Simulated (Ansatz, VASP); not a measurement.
Hg in VASP and in Ansatz

The input POSCAR:

```
Hg
1.0
   -1.8767364350      1.8767364350      1.9168448550
    1.8767364350     -1.8767364350      1.9168448550
    1.8767364350      1.8767364350     -1.9168448550
Hg
1
Direct
    0.5000000000      0.5000000000      0.0000000000
```

INCAR.step1

```
SYSTEM = Hg
PREC = Accurate ; ENCUT = 400
EDIFF = 1E-5 ; ISMEAR = 0
SIGMA = 0.05 ; LREAL = .FALSE.
LASPH = .TRUE. ; NELM = 120
ALGO = Normal ; ISIF = 2
LWAVE = .TRUE. ; LCHARG = .FALSE.
NBANDS = 12 ; GGA = PE
GGA_COMPAT = .FALSE.
```

The input INCAR.step2:

```
SYSTEM = Hg
PREC = Accurate ; ENCUT = 400
EDIFF = 1E-6 ; ISMEAR = 0
SIGMA = 0.05 ; LREAL = .FALSE.
LASPH = .TRUE. ; NELM = 120
ALGO = Normal ; ISIF = 2
LWAVE = .FALSE. ; LCHARG = .FALSE.
GGA = PE ; LHFCALC = .TRUE.
HFSCREEN = 0.2079 ; PRECFOCK = Normal
IVDW = 12 ; VDW_S6 = 1.0
VDW_S8 = 2.31 ; VDW_A1 = 0.383
VDW_A2 = 5.685 ; NBANDS = 12
ISTART = 1 ; GGA_COMPAT = .FALSE.
```

Contents of KPOINTS:

```
Automatic mesh
0
G
  7 7 7
  0 0 0
```

Contents of input.yaml:

```yaml
crystal:
  lattice: { a: 3.75347287, b: 3.75347287, c: 3.83368971, alpha: 90.0, beta: 90.0, gamma: 90.0 }
  space_group: 139
  reduce_to_primitive: true
  atoms:
    - { symbol: Hg, wyckoff: "2b", position: [0.0, 0.0, 0.5] }
hamiltonian:
  xc: hse06
  pseudopotentials: { kind: paw, core: small }
  dispersion: d3bj
kpoints:
  mp_grid: { grid: [7, 7, 7] }
scf:
  occupations: { method: gaussian, width: 0.05 }
  n_extra_bands: 6
output:
  forces: true
  stress: true
  eigenvalues: true
  dos: { projected: false, de: 0.05 }
```

Alike in both runs: functional HSE06; dispersion D3(BJ); k mesh 7 × 7 × 7; occupations gaussian, width 0.05 eV; no spin polarisation.

```csv
,VASP,Ansatz
version,VASP 6.6.1,Ansatz 0.2.0
potentials or method,"VASP PAW PBE potentials, release 64 (Hg)",Ansatz PAW
plane-wave cutoff (eV),400,420
valence electrons in the cell,12,20
task,single point,density of states
```

VASP gave:

```
gap on the k mesh at the Fermi level (eV)                     : none
pressure (GPa)                                                : -3.0
traceless stress, the component that is largest in VASP (GPa) : 0.17
```

**Question.** Which values does Ansatz return?

**Answer.** gap on the k mesh at the Fermi level (eV): none; pressure (GPa): -3.1; traceless stress, the component that is largest in VASP (GPa): 0.17.

A gap of «none» marks a metal or a gap that the smearing closes. VASP's potentials hold 12 valence electrons a cell and Ansatz's 20, so a difference there can come from the potentials and not from the codes.

Neither program's run includes spin-orbit coupling.
